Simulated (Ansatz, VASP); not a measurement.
K in VASP and in Ansatz

Contents of INCAR:

```
SYSTEM = K
PREC = Accurate ; ENCUT = 520
EDIFF = 1E-7 ; ISMEAR = -1
SIGMA = 0.1 ; LREAL = .False.
LASPH = .True. ; NELM = 80
ALGO = Normal ; ISIF = 2
LWAVE = .False. ; LCHARG = .False.
GGA = PS ; NBANDS = 26
```

File KPOINTS:

```
Automatic mesh
0
Gamma
  9 9 3
  0 0 0
```

File POSCAR:

```
K
1.0
    4.7759005467      0.0000000000      0.0000000000
   -2.3879502733      4.1360511993      0.0000000000
    0.0000000000      0.0000000000     15.5980911853
K
4
Direct
    0.0000000000      0.0000000000      0.0000000000
    0.0000000000      0.0000000000      0.5000000000
    0.3333333333      0.6666666667      0.2500000000
    0.6666666667      0.3333333333      0.7500000000
```

Input for Ansatz:

```yaml
crystal:
  lattice:
    - [4.7759005467, 0.0, 0.0]
    - [-2.3879502733, 4.1360511993, 0.0]
    - [0.0, 0.0, 15.5980911853]
  atoms:
    - { symbol: K, position: [0.0, 0.0, 0.0] }
    - { symbol: K, position: [0.0, 0.0, 0.5] }
    - { symbol: K, position: [0.3333333333, 0.6666666667, 0.25] }
    - { symbol: K, position: [0.6666666667, 0.3333333333, 0.75] }
hamiltonian:
  xc: pbesol
  pseudopotentials:
    kind: paw
    azcp:
      K: "pseudopotentials/K.paw.azcp"
basis:
  ecutwfc: 420
  fft_grid_basis: typed
kpoints:
  mp_grid: { grid: [9, 9, 3], shift: [0, 0, 0] }
magnetization:
  spin_polarized: false
scf:
  occupations: { method: fermi_dirac, width: 0.1 }
  lower_state_search: "off"
output:
  stress: true
```

Alike in both runs: task single point; functional PBEsol; k mesh 9 × 9 × 3; occupations fermi-dirac, width 0.1 eV; no spin polarisation.

|  | VASP | Ansatz |
| --- | --- | --- |
| version | VASP 6.6.1 | Ansatz 0.2.0 |
| potentials or method | VASP PAW PBE potentials, release 64 (K_sv), cutoff 520 eV | plane waves (420 eV) with PAW, scalar-relativistic |
| valence electrons in the cell | 36 | 36 |

```tsv
	VASP	Ansatz	Ansatz less VASP
pressure (GPa)	-0.3	-0.2	+0.01
```

VASP's potentials were made for PBE, not for PBEsol, and Ansatz warns of the same on its side. With one functional, cell and mesh, what is left measures potentials, basis and numerics.
